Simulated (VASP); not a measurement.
Wanted: the native input for a VASP 6.6.1 run.

| Item | Value |
| --- | --- |
| Task | single point |
| Functional | PBE |
| Potentials or basis | VASP PAW PBE potentials, release 64 (Cs_sv) |
| Cutoff | 520 eV |
| k mesh | 6 × 6 × 8 |
| Occupations | fermi-dirac, width 0.1 eV |
| Spin | no spin polarisation |
| Dipole correction | no |
| Further INCAR settings | ALGO = Normal; EDIFF = 1e-07; NBANDS = 20 |

The structure of Cs lies in POSCAR:

```
Cs
1.0
    8.8989012949      0.0000000000      0.0000000000
   -4.4494506475      7.7066745871      0.0000000000
    0.0000000000      0.0000000000      5.3463480238
Cs
3
Direct
    1.0000000000      1.0000000000      0.0000000000
    0.3333333333      0.6666666667      0.5000000000
    0.6666666667      0.3333333333      0.5000000000
```

This isn't the form of Cs at room conditions, which is bcc.

These files were run (other wordings do the same):

INCAR

```
PREC = Accurate
ENCUT = 520
EDIFF = 1E-7
ISMEAR = -1
SIGMA = 0.1
LREAL = F
LASPH = T
NELM = 80
ALGO = Normal
ISIF = 2
LWAVE = F
LCHARG = F
GGA = PE
NBANDS = 20
```

KPOINTS

```
Automatic mesh
0
Gamma
  6 6 8
```

Potentials or basis: VASP PAW PBE potentials, release 64 (Cs_sv).

Launch:

```bash
$ cat potpaw_PBE.64/Cs_sv/POTCAR > POTCAR
$ mpirun -np 1 vasp_std > vasp.out
```

It gave:

- Pressure: -0.1 GPa
- Band gap on the k mesh: zero (an odd number of electrons rules out a gap without spin polarisation)

Caveat: spin-orbit coupling is left out, which moves the levels of the heavy elements.

Wall time 2.7 min on 1 thread of Intel(R) Xeon(R) 6975P-C (Granite Rapids), on a shared host, peak memory 0.54 GiB.
